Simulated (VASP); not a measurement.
A run of VASP 6.6.1:

The input POSCAR:

```
Os
1.0
    2.7157497827      0.0000000000      0.0000000000
   -1.3578748913      2.3519083021      0.0000000000
    0.0000000000      0.0000000000      4.2907078513
Os
2
Direct
    0.6666666667      0.3333333333      0.7500000000
    0.3333333333      0.6666666667      0.2500000000
```

Contents of INCAR.step1:

```
SYSTEM = Os
PREC = Accurate
ENCUT = 520
EDIFF = 1E-5
ISMEAR = -1
SIGMA = 0.05
LREAL = .FALSE.
LASPH = .TRUE.
NELM = 80
ALGO = Normal
ISIF = 2
LWAVE = .TRUE.
LCHARG = .FALSE.
GGA = PE
NBANDS = 15
```

INCAR.step2

```
SYSTEM = Os
PREC = Accurate
ENCUT = 520
EDIFF = 1E-7
ISMEAR = -1
SIGMA = 0.05
LREAL = .FALSE.
LASPH = .TRUE.
NELM = 80
ALGO = Normal
ISIF = 2
LWAVE = .FALSE.
LCHARG = .FALSE.
GGA = B5
LHFCALC = .TRUE.
AEXX = 0.5
ALDAX = 0.5
AGGAX = 0.5
AGGAC = 1.0
ALDAC = 0.0
PRECFOCK = Normal
ISTART = 1
NBANDS = 15
```

Contents of KPOINTS:

```
regular mesh
0
G
  6 6 3
  0 0 0
```

Potentials or basis: VASP PAW PBE potentials, release 64 (Os).

Run with:

```console
$ cat potpaw_PBE.64/Os/POTCAR > POTCAR
$ cp INCAR.step1 INCAR
$ mpirun -np 1 vasp_std > vasp.out
$ cp INCAR.step2 INCAR
$ mpirun -np 1 vasp_std > vasp.out
```

Hardware: 1 thread of Intel(R) Xeon(R) Platinum 8259CL CPU @ 2.50GHz (Skylake/Cascade Lake) (shared host).

**Question.** How long does it take, and how much memory?

**Answer.** It took 16 min on 1 thread of Intel(R) Xeon(R) Platinum 8259CL CPU @ 2.50GHz (Skylake/Cascade Lake), with other jobs on the host, peak memory 0.16 GiB. Counts: k points 14.
